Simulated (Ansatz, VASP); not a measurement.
# TiSe2: VASP beside Ansatz

```xyz
3
Lattice="3.5431 0.0000 0.0000 -1.7716 3.0684 0.0000 0.0000 0.0000 6.6702" Properties=species:S:1:pos:R:3 pbc="T T T"
Ti    0.0000    0.0000    0.0000
Se    0.0000    2.0456    1.5466
Se    1.7716    1.0228    5.1237
```

Alike in both runs: task single point; functional PBE; k mesh 12 × 12 × 6; non-collinear spin, spin-orbit coupling.

|  | VASP | Ansatz |
| --- | --- | --- |
| version | VASP 6.6.1 | Ansatz 0.2.0 |
| potentials or method | VASP PAW PBE potentials, release 64 (Ti_sv, Se), cutoff 500 eV | plane waves, PAW |
| occupations | methfessel-paxton of order 1, width 0.1 eV | cold, width 0.1 eV |
| valence electrons in the cell | 24 | 44 |

|  | VASP | Ansatz | Ansatz less VASP |
| --- | --- | --- | --- |
| pressure (GPa) | 0.1 | 0.0 | -0.10 |
| traceless stress, the component that is largest in VASP (GPa) | 0.05 | 0.06 | +0.012 |
| rms of the force components (eV/Å) | 0.009 | 0.002 | -0.0067 |

Atom by atom the forces differ by 0.007 eV/Å (rms over components). VASP's potentials hold 24 valence electrons a cell and Ansatz's 44, so a difference there can come from the potentials and not from the codes.
